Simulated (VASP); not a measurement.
# Se (P3_221) in VASP: a series of runs

Se is run at these levels: PBE; tasks: single point.

Program: VASP 6.6.1. These are calculated values, not measurements. Logs are shortened: lines on timing, memory, paths and dates and some standing lists are left out, and cuts for length are marked.

## Step 1: The cell of the first run

It takes space group P3_221 (No. 154, trigonal). Conventional cell: a = 4.399 Å, b = 4.399 Å, c = 4.949 Å, α = 90.00°, β = 90.00°, γ = 120.00°. Within 3.1 Å of Se (site symmetry 2) lie 2 Se at 2.34 Å.

## Step 2: Single point, PBE (equal xx and yy strain of +1 %)

INCAR reads:

```
PREC = Accurate
ENCUT = 520
EDIFF = 1E-6
ISMEAR = -1
SIGMA = 0.03
LREAL = F
LASPH = T
NELM = 100
ALGO = Normal
ISIF = 2
LWAVE = F
LCHARG = F
GGA = PE
NBANDS = 16
```

KPOINTS reads:

```
Automatic mesh
0
Gamma
  8 8 6
```

POSCAR reads:

```
Se
1.0
    4.3987213744      0.0000000000      0.0000000000
   -2.1993606872      3.8094044544      0.0000000000
    0.0000000000      0.0000000000      4.9494500000
Se
3
Direct
    0.2170000000      0.0000000000      0.1666666667
    0.0000000000      0.2170000000      0.8333333333
    0.7830000000      0.7830000000      0.5000000000
```

Potentials or basis: VASP PAW PBE potentials, release 64 (Se).

Command:

```bash
$ cat potpaw_PBE.64/Se/POTCAR > POTCAR
$ mpirun -np 1 vasp_std > vasp.out
```

OUTCAR:

```text
PREC = Accurate
   ENCUT = 520
   EDIFF = 1E-6
   ISMEAR = -1
   LREAL = F
   LASPH = T
   NELM = 100
   ISIF = 2
   GGA = PE

 ion  position               nearest neighbor table
   1  0.217  0.000  0.167-   3 2.34   2 2.34
   2  0.000  0.217  0.833-   3 2.34   1 2.34
   3  0.783  0.783  0.500-   2 2.34   1 2.34

  LATTYP: Found a hexagonal cell.
 ALAT       =     4.3987213744
 C/A-ratio  =     1.1252019800

  Lattice vectors:

 A1 = (   4.3987213744,   0.0000000000,   0.0000000000)
 A2 = (  -2.1993606872,   3.8094044544,   0.0000000000)
 A3 = (   0.0000000000,   0.0000000000,   4.9494500000)

Analysis of symmetry for initial positions (statically):
=====================================================================
 Subroutine PRICEL returns:
 Original cell was already a primitive cell.

 Routine SETGRP: Setting up the symmetry group for a
 hexagonal supercell.

 Subroutine GETGRP returns: Found  6 space group operations
 (whereof  2 operations were pure point group operations)
 out of a pool of 24 trial point group operations.

The static configuration has the point symmetry C_2 .
 The point group associated with its full space group is D_3 .

Analysis of symmetry for dynamics (positions and initial velocities):
=====================================================================
 Subroutine PRICEL returns:
 Original cell was already a primitive cell.

 Routine SETGRP: Setting up the symmetry group for a
 hexagonal supercell.

 Subroutine GETGRP returns: Found  6 space group operations
 (whereof  2 operations were pure point group operations)
 out of a pool of 24 trial point group operations.

The dynamic configuration has the point symmetry C_2 .
 The point group associated with its full space group is D_3 .

 Subroutine INISYM returns: Found  6 space group operations
 (whereof  2 operations are pure point group operations),
 and found     1 'primitive' translations

----------------------------------------------------------------------------------------

                                     Primitive cell

  volume of cell :      82.9355

  direct lattice vectors                    reciprocal lattice vectors
     4.398721374  0.000000000  0.000000000     0.227338791  0.131254112  0.000000000
    -2.199360687  3.809404454  0.000000000     0.000000000  0.262508225  0.000000000
     0.000000000  0.000000000  4.949450000     0.000000000  0.000000000  0.202042651

  length of vectors
     4.398721374  4.398721374  4.949450000     0.262508225  0.262508225  0.202042651

  position of ions in fractional coordinates (direct lattice)
     0.217000000  0.000000000  0.166666667
     0.000000000  0.217000000  0.833333333
     0.783000000  0.783000000  0.500000000

  ion indices of the primitive-cell ions
   primitive index   ion index
                 1           1
                 2           2
                 3           3

----------------------------------------------------------------------------------------

 KPOINTS: Automatic mesh

Automatic generation of k-mesh.
 Grid dimensions read from file:
 generate k-points for:    8    8    6

 Generating k-lattice:

  Cartesian coordinates                     Fractional coordinates (reciprocal lattice)
     0.028417349  0.016406764  0.000000000     0.125000000  0.000000000  0.000000000
     0.000000000  0.032813528  0.000000000     0.000000000  0.125000000  0.000000000
     0.000000000  0.000000000  0.033673775     0.000000000  0.000000000  0.166666667

  Length of vectors
     0.032813528  0.032813528  0.033673775

  Shift w.r.t. Gamma in fractional coordinates (k-lattice)
     0.000000000  0.000000000  0.000000000

 Subroutine IBZKPT returns following result:
 ===========================================

 Found     50 irreducible k-points:

 Following reciprocal coordinates:
            Coordinates               Weight
  0.000000  0.000000  0.000000      1.000000
  0.125000 -0.000000  0.000000      6.000000
  0.250000 -0.000000  0.000000      6.000000
  0.375000 -0.000000  0.000000      6.000000
  0.500000 -0.000000  0.000000      3.000000
  0.125000  0.125000  0.000000      6.000000
[... 16 lines left out ...]
 -0.125000  0.500000  0.166667     12.000000
  0.250000  0.250000  0.166667     12.000000
 [... further k-points ...]
   k-points           NKPTS =     50   k-points in BZ     NKDIM =     50   number of bands    NBANDS=     16
   number of dos      NEDOS =    301   number of ions     NIONS =      3
   total plane-waves  NPLWV =  51840
   dimension x,y,z NGX =    36 NGY =   36 NGZ =   40
   dimension x,y,z NGXF=    72 NGYF=   72 NGZF=   80
   ions per type =               3
   NGX,Y,Z   is equivalent  to a cutoff of  13.61, 13.61, 13.44 a.u.
   NGXF,Y,Z  is equivalent  to a cutoff of  27.21, 27.21, 26.87 a.u.
 SYSTEM =  unknown system
   PREC   = accura    normal or accurate (medium, high low for compatibility)
   ISTART =      0    job   : 0-new  1-cont  2-samecut
   ICHARG =      2    charge: 1-file 2-atom 10-const
   ISPIN  =      1    spin polarized calculation?
   LNONCOLLINEAR =      F non collinear calculations
   LSORBIT =      F    spin-orbit coupling
   LASPH  =      T    aspherical Exc in radial PAW
   ENCUT  =  520.0 eV  38.22 Ry    6.18 a.u.   8.18  8.18  9.20*2*pi/ulx,y,z
   NELM   =    100;   NELMIN=  2; NELMDL= -5     # of ELM steps
   EDIFF  = 0.1E-05   stopping-criterion for ELM
   LREAL  =      F    real-space projection
   EDIFFG = 0.1E-04   stopping-criterion for IOM
   NSW    =      0    number of steps for IOM
   IBRION =     -1    ionic relax: 0-MD 1-quasi-New 2-CG
   NFREE  =      0    steps in history (QN), initial steepest desc. (CG)
   ISIF   =      2    stress and relaxation
   ISYM   =      2    0-nonsym 1-usesym 2-fastsym
   POTIM  = 0.5000    time-step for ionic-motion
   TEBEG  =    0.0;   TEEND  =   0.0 temperature during run
   PSTRESS=    0.0 pullay stress
   NELECT =      18.0000    total number of electrons
   NUPDOWN=      -1.0000    fix difference up-down
   EMIN   =  10.00;   EMAX   =-10.00  energy-range for DOS
   EFERMI =   0.00;   METHOD = LEGACY
   ISMEAR =    -1;   SIGMA  =   0.03  broadening in eV -4-tet -1-fermi 0-gaus
   EFERMI_NEDOS =   21; number of points for ismear=-14 and -15
   IALGO  =     38    algorithm
   IMIX   =      4    mixing-type and parameters
     AMIX     =   0.40;   BMIX     =  1.00
     AMIX_MAG =   1.60;   BMIX_MAG =  1.00
  volume/ion in A,a.u.               =      27.65       186.56
  Fermi-wavevector in a.u.,A,eV,Ry     =   0.983827  1.859164 13.169297  0.967916
  Thomas-Fermi vector in A             =   2.115014
   LORBIT       =      0    0 simple, 1 ext, 2 COOP (PROOUT), +10 PAW based schemes
   GGA     = PE    functional components
   LHFCALC =     F    Hartree Fock is set to
   AEXX    =    0.0000 exact exchange contribution
   IVDW    =     0    specifies the selected vdW correction
   LEPSILON=     F    determine dielectric tensor
   LRPA    =     F    only Hartree local field effects (RPA)
 non-spin polarized calculation
  energy-cutoff  :      520.00
  volume of cell :       82.94
 maximum number of plane-waves:      2250
 NGX is ok and might be reduce to    36
   NGX = 17   NGY = 17   NGZ = 19

 number of electron      18.0000000 magnetization

 Free energy of the ion-electron system (eV)
  ---------------------------------------------------
  ext. energy  EPLUGINS =         0.00000000
  ---------------------------------------------------
  free energy    TOTEN  =       -10.41443519 eV

  energy without entropy =      -10.41443519  energy(sigma->0) =      -10.41443519

 E-fermi :   3.1471     XC(G=0):  -8.7412

 val. band max:        2.5733210650   @ k =   0.5000  -0.0000   0.5000
 cond. band min:       3.7164329807   @ k =   0.3750   0.2500   0.5000
 fundamental gap:      1.1431119157
 Fermi energy:         3.1470928884

 k-point     1 :       0.0000    0.0000    0.0000
  band No.  band energies     occupation
      1     -13.4488      2.00000
      2      -9.2116      2.00000
      3      -9.2116      2.00000
      4      -1.3988      2.00000
      5      -1.3988      2.00000
      6      -1.1726      2.00000
[... 8 lines left out ...]
     15       9.0105      0.00000
     16      10.9313      0.00000

 k-point     2 :       0.1250   -0.0000    0.0000
  band No.  band energies     occupation
      1     -13.3961      2.00000
      2      -9.2602      2.00000
      3      -9.2051      2.00000
      4      -1.8434      2.00000
      5      -1.5763      2.00000
      6      -1.0083      2.00000
[... 8 lines left out ...]
     15       9.5231      0.00000
     16      10.8761      0.00000

 k-point     3 :       0.2500   -0.0000    0.0000
  band No.  band energies     occupation
      1     -13.2603      2.00000
      2      -9.3950      2.00000
      3      -9.1889      2.00000
      4      -2.3472      2.00000
      5      -1.8765      2.00000
      6      -0.9836      2.00000
[... 8 lines left out ...]
     15      10.4578      0.00000
     16      11.2886      0.00000

 k-point     4 :       0.3750   -0.0000    0.0000
  band No.  band energies     occupation
      1     -13.1094      2.00000
      2      -9.5572      2.00000
      3      -9.1724      2.00000
      4      -2.6188      2.00000
      5      -2.1067      2.00000
      6      -0.9413      2.00000
[... 8 lines left out ...]
     15      11.3589      0.00000
     16      12.2207      0.00000

 k-point     5 :       0.5000   -0.0000    0.0000
  band No.  band energies     occupation
      1     -13.0414      2.00000
      2      -9.6334      2.00000
      3      -9.1654      2.00000
      4      -2.6894      2.00000
      5      -2.1939      2.00000
      6      -0.8251      2.00000
[... 8 lines left out ...]
     15      12.1034      0.00000
     16      12.1825      0.00000

 k-point     6 :       0.1250    0.1250    0.0000
  band No.  band energies     occupation
      1     -13.3016      2.00000
      2      -9.3422      2.00000
      3      -9.2046      2.00000
      4      -2.1922      2.00000
      5      -1.8834      2.00000
      6      -0.9056      2.00000
[... 8 lines left out ...]
     15      10.1463      0.00000
     16      10.9021      0.00000

 k-point     7 :       0.2500    0.1250    0.0000
  band No.  band energies     occupation
      1     -13.1561      2.00000
      2      -9.4732      2.00000
      3      -9.2123      2.00000
      4      -2.4981      2.00000
      5      -2.1545      2.00000
      6      -0.8453      2.00000
[... 8 lines left out ...]
     15      10.9527      0.00000
     16      11.5946      0.00000

 k-point     8 :       0.3750    0.1250    0.0000
  band No.  band energies     occupation
      1     -13.0428      2.00000
      2      -9.5839      2.00000
      3      -9.2183      2.00000
      4      -2.6401      2.00000
      5      -2.2727      2.00000
      6      -0.7413      2.00000
[... 8 lines left out ...]
     15      11.6747      0.00000
     16      12.1834      0.00000

 k-point     9 :       0.2500    0.2500    0.0000
  band No.  band energies     occupation
      1     -13.0442      2.00000
      2      -9.5128      2.00000
      3      -9.2926      2.00000
      4      -2.5545      2.00000
      5      -2.3877      2.00000
      6      -0.6273      2.00000
[... 8 lines left out ...]
     15      11.2575      0.00000
     16      11.8685      0.00000
[... 172 lines left out ...]
 k-point    19 :       0.1250    0.1250    0.1667
  band No.  band energies     occupation
      1     -13.1699      2.00000
      2     -10.3272      2.00000
      3      -8.2780      2.00000
      4      -2.2491      2.00000
      5      -1.9708      2.00000
      6      -0.8322      2.00000
[... 8 lines left out ...]
     15      10.0118      0.00000
     16      10.9487      0.00000

 k-point    20 :       0.2500    0.1250    0.1667
  band No.  band energies     occupation
      1     -13.0271      2.00000
      2     -10.3196      2.00000
      3      -8.4420      2.00000
      4      -2.5568      2.00000
      5      -2.3317      2.00000
      6      -0.8776      2.00000
[... 8 lines left out ...]
     15      10.8922      0.00000
     16      11.8686      0.00000

 k-point    21 :      -0.1250    0.3750    0.1667
  band No.  band energies     occupation
      1     -13.0281      2.00000
      2     -10.3071      2.00000
      3      -8.4675      2.00000
      4      -2.5345      2.00000
      5      -2.2290      2.00000
      6      -0.7638      2.00000
[... 8 lines left out ...]
     15      10.5826      0.00000
     16      11.5885      0.00000

 k-point    22 :       0.3750    0.1250    0.1667
  band No.  band energies     occupation
      1     -12.9166      2.00000
      2     -10.3169      2.00000
      3      -8.5754      2.00000
      4      -2.6850      2.00000
      5      -2.5168      2.00000
      6      -0.9224      2.00000
[... 8 lines left out ...]
     15      11.5558      0.00000
     16      12.2512      0.00000

 k-point    23 :      -0.1250    0.5000    0.1667
  band No.  band energies     occupation
      1     -12.9174      2.00000
      2     -10.3069      2.00000
      3      -8.5945      2.00000
      4      -2.6522      2.00000
      5      -2.4745      2.00000
      6      -0.8203      2.00000
[... 8 lines left out ...]
     15      11.1708      0.00000
     16      11.9892      0.00000

 k-point    24 :       0.2500    0.2500    0.1667
  band No.  band energies     occupation
      1     -12.9183      2.00000
      2     -10.3049      2.00000
      3      -8.5914      2.00000
      4      -2.7109      2.00000
      5      -2.4591      2.00000
      6      -0.7675      2.00000
[... 8 lines left out ...]
     15      11.1982      0.00000
     16      12.0743      0.00000

 [... further k-points ...]
[... 5 lines left out ...]
  --------------------------------------------------------------------------------------
  -------------------------------------------------------------------------------------
  Total        1.9660921      1.9660921      3.2180792      0.0000000      0.0000000      0.0000000
  in kB       37.9816618     37.9816618     62.1679905      0.0000000      0.0000000      0.0000000
  external PRESSURE =      46.0437714 kB  Pullay stress =       0.0000000 kB

 VOLUME and BASIS-vectors are now :
 -----------------------------------------------------------------------------
  energy-cutoff  :      520.00
  volume of cell :       82.94
      direct lattice vectors                 reciprocal lattice vectors
     4.398721374  0.000000000  0.000000000     0.227338791  0.131254112  0.000000000
    -2.199360687  3.809404454  0.000000000     0.000000000  0.262508225  0.000000000
     0.000000000  0.000000000  4.949450000     0.000000000  0.000000000  0.202042651

 POSITION                                       TOTAL-FORCE (eV/Angst)
 -----------------------------------------------------------------------------------
      0.95452      0.00000      0.82491         0.971596      0.000000      0.000000
     -0.47726      0.82664      4.12454        -0.485798      0.841427     -0.000000
      1.72210      2.98276      2.47472        -0.485798     -0.841427     -0.000000
 -----------------------------------------------------------------------------------
    total drift:                                0.000001      0.000001      0.000000

  FREE ENERGIE OF THE ION-ELECTRON SYSTEM (eV)
  ---------------------------------------------------
  free  energy   TOTEN  =       -10.4144351889 eV

  energy  without entropy=      -10.4144351888  energy(sigma->0) =      -10.41443519
```

It took 44 s on 1 thread of Intel Xeon 6975P-C (Granite Rapids), shared host; peak memory 0.23 GiB.

What came out:

| Item | Value |
| --- | --- |
| Free energy | -10.4144 eV |
| Pressure | 4.6 GPa |
| Largest force | 0.972 eV/Å |
| Band gap on the k mesh | 1.14 eV, indirect (least direct gap 1.23 eV) |

Forces in eV/Å, atoms in the order of the input:
```
Se   0.972  0.000  0.000
Se  -0.486  0.841  0.000
Se  -0.486 -0.841  0.000
```

Caveat: the cell differs from its parent crystal (equal xx and yy strain of +1 %). A k mesh can miss the band edges.

## Step 3: Single point, PBE (equal xx and yy strain of +3 %)

INCAR reads:

```
PREC = Accurate ; ENCUT = 520
EDIFF = 1E-6 ; ISMEAR = -1
SIGMA = 0.03 ; LREAL = False
LASPH = True ; NELM = 100
ALGO = Normal ; ISIF = 2
LWAVE = False ; LCHARG = False
GGA = PE ; NBANDS = 16
```

KPOINTS is that of step 2.

POSCAR reads:

```
Se
1.0
    4.4858247679      0.0000000000      0.0000000000
   -2.2429123840      3.8848382060      0.0000000000
    0.0000000000      0.0000000000      4.9494500000
Se
3
Direct
    0.2170000000      0.0000000000      0.1666666667
    0.0000000000      0.2170000000      0.8333333333
    0.7830000000      0.7830000000      0.5000000000
```

Potentials or basis: VASP PAW PBE potentials, release 64 (Se).

Command:

```bash
$ cat potpaw_PBE.64/Se/POTCAR > POTCAR
$ mpirun -np 1 vasp_std > vasp.out
```

It took 46 s on 1 thread of Intel Xeon 6975P-C (Granite Rapids), shared host; peak memory 0.23 GiB.

Results (log left out):

| Item | Value |
| --- | --- |
| Free energy | -10.4749 eV |
| Pressure | 2.6 GPa |
| Largest force | 0.555 eV/Å |
| Band gap on the k mesh | 1.23 eV, indirect (least direct gap 1.34 eV) |

Forces in eV/Å, atoms in the order of the input:
```
Se   0.555  0.000  0.000
Se  -0.278  0.481  0.000
Se  -0.278 -0.481  0.000
```

Stress tensor (GPa, compression positive):
```
2.08 0.00 0.00
0.00 2.08 0.00
0.00 0.00 3.78
```

Levels at points of the mesh, in eV from the valence-band top:
| k point | band 7 | band 8 | band 9 | band 10 | band 11 | band 12 |
| --- | --- | --- | --- | --- | --- | --- |
| (0.00, 0.00, 0.00) | -2.05 | -2.05 | -0.38 | 2.04 | 2.04 | 2.34 |
| (0.50, 0.00, 0.00) | -2.72 | -1.85 | -0.95 | 2.08 | 2.53 | 4.03 |
| (0.00, 0.00, 0.50) | -1.48 | -1.48 | -1.03 | 1.38 | 1.38 | 1.38 |
| (0.50, 0.00, 0.50) | -1.70 | -1.21 | 0.00 | 1.64 | 2.68 | 3.08 |

Caveat: the cell differs from its parent crystal (equal xx and yy strain of +3 %). A k mesh can miss the band edges.
